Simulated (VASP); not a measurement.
Here is a VASP 6.6.1 calculation.

The input INCAR:

```
SYSTEM = La
PREC = Accurate
ENCUT = 520
EDIFF = 1E-6
ISMEAR = -1
SIGMA = 0.05
LREAL = .FALSE.
LASPH = .TRUE.
NELM = 100
ALGO = Normal
ISIF = 2
LWAVE = .FALSE.
LCHARG = .FALSE.
GGA = PS
NBANDS = 12
```

File KPOINTS:

```
Automatic mesh
0
G
  9 9 9
  0 0 0
```

File POSCAR:

```
La
1.0
   -1.7454811884      1.7454811884      1.7454811884
    1.7454811884     -1.7454811884      1.7454811884
    1.7454811884      1.7454811884     -1.7454811884
La
1
Direct
    0.0000000000      0.0000000000      0.0000000000
```

Potentials or basis: VASP PAW PBE potentials, release 64 (La).

The run is started by

```console
$ cat potpaw_PBE.64/La/POTCAR > POTCAR
$ mpirun -np 1 vasp_std > vasp.out
```

Predict the pressure.

30.3 GPa.

Caveat: the PAW data sets were made with another functional, which shifts forces and pressure a little.
